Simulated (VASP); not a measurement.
# TaN (P6_3mc) in VASP: single point with PBE+U

Aim: the single point of TaN with PBE+U.

Everything below comes from runs of VASP 6.6.1. Logs are shortened: lines on timing, memory, paths and dates and some standing lists are left out, and cuts for length are marked.

### 1 The cell of the first run

The structure is hexagonal, space group P6_3mc (No. 186). The conventional cell has a = 3.050 Å, b = 3.050 Å, c = 4.940 Å, α = 90.00°, β = 90.00°, γ = 120.00°. Ta (site symmetry 3m) has 4 N at 1.85 to 1.90 Å within 2.5 Å. Within 2.5 Å of N (site symmetry 3m) lie 4 Ta at 1.85 to 1.90 Å.

### 2 Single point, PBE+U, collinear spin

INCAR

```
PREC = Accurate
ENCUT = 600
EDIFF = 1E-6
ISMEAR = 0
SIGMA = 0.05
LREAL = F
LASPH = T
NELM = 200
ALGO = Normal
ISIF = 2
LWAVE = F
LCHARG = F
ISPIN = 2
MAGMOM = 2 2 -2 -2 0 0 0 0
LORBIT = 11
LMAXMIX = 4
LDAU = T
LDAUTYPE = 2
LDAUL = 2 -1
LDAUU = 2 0
LDAUJ = 0 0
LDAUPRINT = 1
GGA = PE
NBANDS = 50
GGA_COMPAT = F
```

KPOINTS

```
Automatic mesh
0
Gamma
  7 7 4
```

POSCAR

```
TaN
1.0
    3.0500020400      0.0000000000      0.0000000000
   -3.0500020400      5.2827585000      0.0000000000
    0.0000000000      0.0000000000      4.9400015300
Ta N
4 4
Direct
    0.3333333333      0.3333333334      0.0000000000
    0.6666666667      0.1666666666      0.5000000000
    0.3333333333      0.8333333333      0.0000000000
    0.6666666667      0.6666666666      0.5000000000
    0.3333333333      0.3333333334      0.3850000000
    0.6666666667      0.1666666666      0.8850000000
    0.3333333333      0.8333333333      0.3850000000
    0.6666666667      0.6666666666      0.8850000000
```

Potentials or basis: VASP PAW PBE potentials, release 64 (Ta_sv_GW, N).

Started as:

```
cat potpaw_PBE.64/Ta_sv_GW/POTCAR potpaw_PBE.64/N/POTCAR > POTCAR
mpirun -np 1 vasp_std > vasp.out
```

OUTCAR:

```text
PREC = Accurate
   ENCUT = 600
   EDIFF = 1E-6
   ISMEAR = 0
   LREAL = F
   LASPH = T
   NELM = 200
   ISIF = 2
   ISPIN = 2
   LORBIT = 11
   GGA = PE

 ion  position               nearest neighbor table
   1  0.333  0.333  0.000-   6 1.85   8 1.85   6 1.85   5 1.90   2 3.03   2 3.03   4 3.03   4 3.03
                             2 3.03   2 3.03   3 3.05   3 3.05   3 3.05   3 3.05
   2  0.667  0.167  0.500-   5 1.85   7 1.85   5 1.85   6 1.90   1 3.03   1 3.03   3 3.03   3 3.03
                             1 3.03   1 3.03   4 3.05   4 3.05   4 3.05   4 3.05
   3  0.333  0.833  0.000-   8 1.85   8 1.85   6 1.85   7 1.90   4 3.03   4 3.03   4 3.03   4 3.03
                             2 3.03   2 3.03   1 3.05   1 3.05   1 3.05   1 3.05
   4  0.667  0.667  0.500-   7 1.85   5 1.85   7 1.85   8 1.90   3 3.03   3 3.03   1 3.03   1 3.03
                             3 3.03   3 3.03   2 3.05   2 3.05   2 3.05   2 3.05
   5  0.333  0.333  0.385-   2 1.85   4 1.85   2 1.85   1 1.90
   6  0.667  0.167  0.885-   1 1.85   3 1.85   1 1.85   2 1.90
   7  0.333  0.833  0.385-   4 1.85   4 1.85   2 1.85   3 1.90
   8  0.667  0.667  0.885-   3 1.85   1 1.85   3 1.85   4 1.90

  LATTYP: Found a simple orthorhombic cell.
 ALAT       =     3.0500020400
 B/A-ratio  =     1.6196715495
 C/A-ratio  =     1.7320508087

  Lattice vectors:

 A1 = (  -3.0500020400,   0.0000000000,   0.0000000000)
 A2 = (   0.0000000000,   0.0000000000,   4.9400015300)
 A3 = (   0.0000000000,   5.2827585000,   0.0000000000)

Analysis of symmetry for initial positions (statically):
=====================================================================
 Subroutine PRICEL returns following result:

  LATTYP: Found a hexagonal cell.
 ALAT       =     3.0500020400
 C/A-ratio  =     1.6196715495
[... 12 lines left out ...]
 Subroutine GETGRP returns: Found  4 space group operations
 (whereof  2 operations were pure point group operations)
 out of a pool of  8 trial point group operations.

The static configuration has the point symmetry C_1h.
 The point group associated with its full space group is C_2v.

Analysis of symmetry for dynamics (positions and initial velocities):
=====================================================================
 Subroutine PRICEL returns following result:

  LATTYP: Found a hexagonal cell.
 ALAT       =     3.0500020400
 C/A-ratio  =     1.6196715495
[... 12 lines left out ...]
 Subroutine GETGRP returns: Found  4 space group operations
 (whereof  2 operations were pure point group operations)
 out of a pool of  8 trial point group operations.

The dynamic configuration has the point symmetry C_1h.
 The point group associated with its full space group is C_2v.

Analysis of structural, dynamic, and magnetic symmetry:
[... 306 lines left out ...]
  ---------------------------------------------------
  ext. energy  EPLUGINS =         0.00000000
  ---------------------------------------------------
  free energy    TOTEN  =       -77.23823378 eV

  energy without entropy =      -77.23320851  energy(sigma->0) =      -77.23572115

 E-fermi :  14.4914     XC(G=0): -13.9160

 val. band max:       14.4771847206   @ k =   0.0000   0.1429   0.2500
 cond. band min:      14.4964791903   @ k =   0.0000   0.4286   0.2500
 fundamental gap:      0.0192944697
 Fermi energy:        14.4914281280

 spin component 1

 k-point     1 :       0.0000    0.0000    0.0000
  band No.  band energies     occupation
      1     -54.2025      1.00000
      2     -54.1110      1.00000
      3     -54.1082      1.00000
      4     -54.0800      1.00000
      5     -21.9058      1.00000
      6     -21.8836      1.00000
[... 2441 lines left out ...]
     47      20.3943      0.00000
     48      20.4032      0.00000

 [... further k-points ...]

 [bands above 48 left out]

------------------------ aborting loop because EDIFF is reached ----------------------------------------

  FORCE on cell =-STRESS in cart. coord.  units (eV):
  Direction    XX          YY          ZZ          XY          YZ          ZX
  --------------------------------------------------------------------------------------
  -------------------------------------------------------------------------------------
  Total       77.2299754     77.6038463     65.0023933      0.0000000      0.0000000      0.0000000
  in kB     1554.5636497   1562.0893032   1308.4344154      0.0000000      0.0000000      0.0000000
  external PRESSURE =    1475.0291228 kB  Pullay stress =       0.0000000 kB

 VOLUME and BASIS-vectors are now :
 -----------------------------------------------------------------------------
  energy-cutoff  :      600.00
  volume of cell :       79.60
      direct lattice vectors                 reciprocal lattice vectors
     3.050002040  0.000000000  0.000000000     0.327868633  0.189295043  0.000000000
    -3.050002040  5.282758500  0.000000000     0.000000000  0.189295043  0.000000000
     0.000000000  0.000000000  4.940001530     0.000000000  0.000000000  0.202429087

 POSITION                                       TOTAL-FORCE (eV/Angst)
 -----------------------------------------------------------------------------------
     -0.00000      1.76092      0.00000         0.000000      0.024106      2.292983
      1.52500      0.88046      2.47000         0.000000     -0.024106      2.292983
     -1.52500      4.40230      0.00000         0.000000      0.024106      2.292983
      0.00000      3.52184      2.47000         0.000000     -0.024106      2.292983
     -0.00000      1.76092      1.90190         0.000000      0.034466     -2.292983
      1.52500      0.88046      4.37190        -0.000000     -0.034466     -2.292983
     -1.52500      4.40230      1.90190         0.000000      0.034466     -2.292983
      0.00000      3.52184      4.37190        -0.000000     -0.034466     -2.292983
 -----------------------------------------------------------------------------------
    total drift:                               -0.000001      0.000002      0.001156

  FREE ENERGIE OF THE ION-ELECTRON SYSTEM (eV)
  ---------------------------------------------------
  free  energy   TOTEN  =       -77.2382337760 eV

  energy  without entropy=      -77.2332085144  energy(sigma->0) =      -77.23572115

 total charge

# of ion       s       p       d       f       tot
--------------------------------------------------
    1        3.353   6.092   2.897   0.232  12.575
    2        3.353   6.092   2.897   0.232  12.575
    3        3.353   6.092   2.897   0.232  12.575
    4        3.353   6.092   2.897   0.232  12.575
    5        1.297   2.767   0.000   0.000   4.064
    6        1.297   2.767   0.000   0.000   4.064
    7        1.297   2.767   0.000   0.000   4.064
    8        1.297   2.767   0.000   0.000   4.064
--------------------------------------------------
tot         18.603  35.433  11.589   0.929  66.554

 magnetization (x)

# of ion       s       p       d       f       tot
--------------------------------------------------
    1        0.000   0.000  -0.000   0.000   0.000
    2        0.000   0.000  -0.000   0.000   0.000
    3       -0.000  -0.000   0.000  -0.000  -0.000
    4       -0.000  -0.000   0.000  -0.000  -0.000
    5       -0.000  -0.000   0.000   0.000  -0.000
    6       -0.000  -0.000   0.000   0.000  -0.000
    7        0.000   0.000   0.000   0.000   0.000
    8        0.000   0.000   0.000   0.000   0.000
--------------------------------------------------
tot          0.000   0.000   0.000   0.000   0.000
```

OSZICAR:

```text
N       E                     dE             d eps       ncg     rms          rms(c)
DAV:   1     0.720290464421E+03    0.72029E+03   -0.49080E+04  9656   0.166E+03
[... 14 lines left out ...]
DAV:  16    -0.772450226938E+02    0.50385E-01   -0.11337E-01 12092   0.166E+00    0.320E+01
DAV:  17    -0.772384749211E+02    0.65478E-02   -0.18866E-02 12034   0.677E-01    0.486E+00
DAV:  18    -0.772383635644E+02    0.11136E-03   -0.41838E-03 11988   0.319E-01    0.540E+00
DAV:  19    -0.772382623743E+02    0.10119E-03   -0.28035E-04 11648   0.889E-02    0.320E+00
DAV:  20    -0.772382387963E+02    0.23578E-04   -0.91379E-05 12168   0.440E-02    0.118E+00
DAV:  21    -0.772382334006E+02    0.53956E-05   -0.28392E-05 11722   0.257E-02    0.726E-02
DAV:  22    -0.772382337760E+02   -0.37533E-06   -0.32077E-06  9454   0.908E-03
   1 F= -.77238234E+02 E0= -.77235721E+02  d E =-.502526E-02  mag=     0.0000
```

Run time: 13 min. Hardware: 1 thread of Intel Xeon Platinum 8488C (Sapphire Rapids), shared host; peak memory 0.47 GiB.

What came out:

| Property | Result |
| --- | --- |
| Free energy | -77.2382 eV |
| Pressure | 147.5 GPa |
| Largest force | 2.293 eV/Å |
| Band gap on the k mesh | zero (filled and empty bands overlap) |
| Net moment | 0.00 μB per cell |
| Valence electrons inside the program's atomic spheres | Ta 12.57; N 4.06 |

Forces in eV/Å, atoms in the order of the input:
```
Ta   0.000  0.024  2.293
Ta   0.000 -0.024  2.293
Ta   0.000  0.024  2.293
Ta   0.000 -0.024  2.293
N    0.000  0.034 -2.293
N    0.000 -0.034 -2.293
N    0.000  0.034 -2.293
N    0.000 -0.034 -2.293
```

Eigenvalues of the final occupation matrices:
| site | spin | trace | eigenvalues |
| --- | --- | --- | --- |
| site 1 d | 1 | 1.48 | 0.22 0.22 0.33 0.35 0.35 |
| site 1 d | 2 | 1.48 | 0.22 0.22 0.33 0.35 0.35 |
| site 2 d | 1 | 1.48 | 0.22 0.22 0.33 0.35 0.35 |
| site 2 d | 2 | 1.48 | 0.22 0.22 0.33 0.35 0.35 |
| site 3 d | 1 | 1.48 | 0.22 0.22 0.33 0.35 0.35 |
| site 3 d | 2 | 1.48 | 0.22 0.22 0.33 0.35 0.35 |
| site 4 d | 1 | 1.48 | 0.22 0.22 0.33 0.35 0.35 |
| site 4 d | 2 | 1.48 | 0.22 0.22 0.33 0.35 0.35 |

Caveat: the stress differs along the axes, from 131 to 156 GPa; spin-orbit coupling is left out, which moves the levels of the heavy elements; forces of over 1 eV/Å act on the atoms, so gaps and moduli don't describe the material at rest.
